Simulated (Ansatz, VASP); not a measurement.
## ZnSe: VASP beside Ansatz

```xyz
2
Lattice="0.0000 2.7156 2.7156 2.7156 0.0000 2.7156 2.7156 2.7156 0.0000" Properties=species:S:1:pos:R:3 pbc="T T T"
Se    0.0000    0.0000    0.0000
Zn    2.7156    2.7156    2.7156
```

Alike in both runs: task single point; functional PBE; k mesh 6 × 6 × 6; occupations gaussian, width 0.05 eV; no spin polarisation.

|  | VASP | Ansatz |
| --- | --- | --- |
| version | VASP 6.6.1 | Ansatz 0.2.0 |
| potentials or method | VASP PAW PBE potentials, release 64 (Se, Zn), cutoff 520 eV | scalar-relativistic, plane waves, PAW |
| valence electrons in the cell | 18 | 28 |

Ansatz gave:

```
gap on the k mesh at the Fermi level (eV) : none
pressure (GPa)                            : -2.2
```

Task: Which values does VASP return?

Result: gap on the k mesh at the Fermi level (eV): none; pressure (GPa): -2.0.

A gap of «none» marks a metal or a gap that the smearing closes. VASP's potentials hold 18 valence electrons a cell and Ansatz's 28, so a difference there can come from the potentials and not from the codes.
